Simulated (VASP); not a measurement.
ZrScF4, 6 atoms in the cell. Symmetry: P4/mmm, No. 123, tetragonal system. Conventional cell: a = 3.119 Å, b = 3.119 Å, c = 4.411 Å, α = 90.00°, β = 90.00°, γ = 90.00°. Zr (site symmetry 4/mmm) has 8 F at 1.91 Å within 2.5 Å. Sc (site symmetry 4/mmm) has 8 F at 1.91 Å within 2.5 Å. F (site symmetry 2mm) has 2 Zr at 1.91 Å and 2 Sc at 1.91 Å and 6 F at 2.21 Å within 2.5 Å. 

```yaml
Program: VASP 6.6.1
Task: single point
Functional: PBE
Potentials_or_basis: VASP PAW PBE potentials, release 64 (Zr_sv, Sc_sv, F)
Cutoff: 520 eV
k_mesh: 6 × 6 × 4
Occupations: gaussian, width 0.1 eV
Spin: no spin polarisation
Dipole_correction: no
Further_INCAR_settings: ALGO = Normal; EDIFF = 1e-07; NBANDS = 34
```

Potentials or basis: VASP PAW PBE potentials, release 64 (Zr_sv, Sc_sv, F).

The run is started by

```bash
$ cat potpaw_PBE.64/Zr_sv/POTCAR potpaw_PBE.64/Sc_sv/POTCAR potpaw_PBE.64/F/POTCAR > POTCAR
$ mpirun -np 1 vasp_std > vasp.out
```

Hardware: 1 thread of Intel(R) Xeon(R) Platinum 8488C (Sapphire Rapids), with other jobs on the host.

Estimate the wall time of this run.

Run time: 27 s on 1 thread of Intel(R) Xeon(R) Platinum 8488C (Sapphire Rapids), on a shared host, peak memory 0.18 GiB. Counts: scf iterations 18, k points 30.
